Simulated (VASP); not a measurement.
Here is a VASP 6.6.1 calculation.

The input INCAR:

```
PREC = Accurate ; ENCUT = 600
EDIFF = 1E-6 ; ISMEAR = 0
SIGMA = 0.05 ; LREAL = F
LASPH = T ; NELM = 200
ALGO = Normal ; ISIF = 2
LWAVE = F ; LCHARG = F
ISPIN = 2 ; MAGMOM = 4.48 -4.48 -0.03 0.03
LORBIT = 11 ; LMAXMIX = 6
LDAU = T ; LDAUTYPE = 2
LDAUL = 3 -1 ; LDAUU = 6 0
LDAUJ = 0 0 ; LDAUPRINT = 1
GGA = PE ; NBANDS = 32
GGA_COMPAT = F
```

KPOINTS

```
Automatic mesh
0
Gamma
  6 6 3
```

The input POSCAR:

```
PmSb
1.0
    0.0000000000      3.5991938205      3.5991938205
    3.5991938205      0.0000000000      3.5991938205
    7.1177572050      7.1177572050      0.0806304359
Pm Sb
2 2
Direct
   -0.0015570604     -0.0015570604      0.0023355906
   -0.0015569843     -0.0015569843      0.5023354764
    0.2515570697      0.2515570697      0.1226643955
    0.2515569750      0.2515569750      0.6226645375
```

Potentials or basis: VASP PAW PBE potentials, release 64 (Pm, Sb).

The run is started by

```sh
$ cat potpaw_PBE.64/Pm/POTCAR potpaw_PBE.64/Sb/POTCAR > POTCAR
$ mpirun -np 1 vasp_std > vasp.out
```

**Question.** Predict the largest force.

**Answer.** 0.035 eV/Å.

**Question.** Estimate the net moment.

**Answer.** 0.00 μB per cell.

**Question.** Estimate the site moments.

**Answer.** Pm +4.05, -4.05; Sb -0.03, +0.03 μB.

**Question.** Estimate the band gap on the k mesh.

**Answer.** 0.42 eV.

Eigenvalues of the final occupation matrices:
```
    site  spin  trace                         eigenvalues
site 1 f     1   4.01  0.02 0.02 0.03 0.98 0.98 0.98 0.98
site 1 f     2   0.02  0.00 0.00 0.00 0.00 0.00 0.00 0.00
site 2 f     1   0.02  0.00 0.00 0.00 0.00 0.00 0.00 0.00
site 2 f     2   4.01  0.02 0.02 0.03 0.98 0.98 0.98 0.98
```

Caveat: the magnetic or orbital state may not be the lowest; spin-orbit coupling is left out, which moves the levels of the heavy elements; an odd mesh through Γ misses points on the zone boundary, where band edges can lie; the U is typed as a test and isn't derived for this compound. The state reached can hang on the start; a lower one may exist.
